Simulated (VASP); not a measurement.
Cr:

```xyz
2
Lattice="2.7672 0.0000 0.0000 -1.3836 2.3965 0.0000 0.0000 0.0000 4.4965" Properties=species:S:1:pos:R:3 pbc="T T T"
Cr    1.3836    0.7988    3.3724
Cr    0.0000    1.5977    1.1241
```

This cell differs from its parent crystal: volume scaled by 1.06.

Base run:

```yaml
Program: VASP 6.6.1
Functional: PBEsol
Potentials_or_basis: VASP PAW PBE potentials, release 64 (Cr_pv)
Cutoff: 520 eV
k_mesh: 11 × 11 × 6
Occupations: fermi-dirac, width 0.05 eV
Spin: collinear spin, ferromagnetic start
Starting_moments: "[3.0, 3.0] μB"
```

Its results: pressure -34.4 GPa; net moment 2.48 μB per cell; site moments Cr +1.15 μB.

**Question.** The run is repeated on the same cell with these changes: functional from PBEsol to LDA; potentials or basis from VASP PAW PBE potentials, release 64 (Cr_pv) to VASP PAW LDA potentials, release 64 (Cr_pv). What comes out?

**Answer.** Pressure -41.6 GPa; net moment 1.50 μB per cell; site moments Cr +0.69 μB.

Caveats: the PAW data sets were made with another functional, which shifts forces and pressure a little (some runs).
